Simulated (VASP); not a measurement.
A run of VASP 6.6.1:

Contents of INCAR:

```
SYSTEM = TiAg2S3
PREC = Accurate ; ENCUT = 500
EDIFF = 1E-6 ; ISMEAR = -1
SIGMA = 0.05 ; LREAL = .FALSE.
LASPH = .TRUE. ; NELM = 120
ALGO = Normal ; ISIF = 2
LWAVE = .FALSE. ; LCHARG = .FALSE.
GGA = PS ; NBANDS = 64
GGA_COMPAT = .FALSE.
```

File KPOINTS:

```
regular mesh
0
G
  6 6 2
  0 0 0
```

POSCAR

```
TiAg2S3
1.0
    8.2169296772      0.1051574179     -1.0124563642
   -2.0093914113      3.5577310956      0.4946289761
   -1.1524224846      0.6367162449      8.2063222041
Ti Ag S
2 4 6
Direct
    0.1112666493      0.7695954414      0.6121990813
    0.6113101658      0.7697094687      0.6122045850
    0.0063928599     -0.0168790882      0.9760151647
    0.3914945512      0.2005563871      0.3322760710
    0.5063989666     -0.0167635946      0.9760101167
    0.8913743022      0.2002188377      0.3316883694
    0.0553201270     -0.1235915852      0.3009868401
    0.2807119467      0.4357651645      0.6151343161
    0.1621566560      0.6737666639      0.9031331019
    0.5552584602     -0.1231925226      0.3009612743
    0.7807226318      0.4358819961      0.6152370240
    0.6621789487      0.6739313926      0.9031379286
```

Potentials or basis: VASP PAW PBE potentials, release 64 (Ti_sv, Ag, S).

Launch:

```sh
$ cat potpaw_PBE.64/Ti_sv/POTCAR potpaw_PBE.64/Ag/POTCAR potpaw_PBE.64/S/POTCAR > POTCAR
$ mpirun -np 1 vasp_std > vasp.out
```

Hardware: 1 thread of Intel(R) Xeon(R) 6975P-C (Granite Rapids), with other jobs on the host.

Question: How long does it take, and how much memory?

Answer: It took 8.2 min on 1 thread of Intel(R) Xeon(R) 6975P-C (Granite Rapids) (shared host), peak memory 0.62 GiB. Counts: scf iterations 18, k points 40.
